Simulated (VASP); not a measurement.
Runs of VASP 6.6.1 on B. The structure is that of space group P6/mmm (No. 191), or close to it. The cells are those of the table. This isn't the form of B at room conditions, which is rhombohedral.

| cell | gap on the mesh (eV) | pressure (GPa) |
| --- | --- | --- |
| a = 1.726, b = 1.726, c = 3.538 Å, angles 90.0, 90.0, 120.0°, 1 atom | none | -6.9 |
| a = 1.750, b = 1.750, c = 3.439 Å, angles 90.0, 90.0, 120.0°, 1 atom | none | -13.9 |
| a = 1.834, b = 1.834, c = 3.133 Å, angles 90.0, 90.0, 120.0°, 1 atom | none | -29.5 |
| a = 1.675, b = 1.675, c = 3.756 Å, angles 90.0, 90.0, 120.0°, 1 atom | none | (b) |
| a = 1.560, b = 1.560, c = 4.330 Å, angles 90.0, 90.0, 120.0°, 1 atom | none | (a) |

Alike in all rows: task single point; level PBE+D3(BJ); potentials or basis VASP PAW PBE potentials, release 64 (B); no spin polarisation; k mesh 36 × 36 × 14; cutoff (eV) 500; smearing gaussian 0.15 eV.

**Question.** Fill in the values left out.

**Answer.** (a) 59.8; (b) 9.9.

Caveats: the cell stands under tension (at least some runs); the cell stands under pressure (at least some runs).

A gap of «none» marks levels without a gap at the run's occupations.
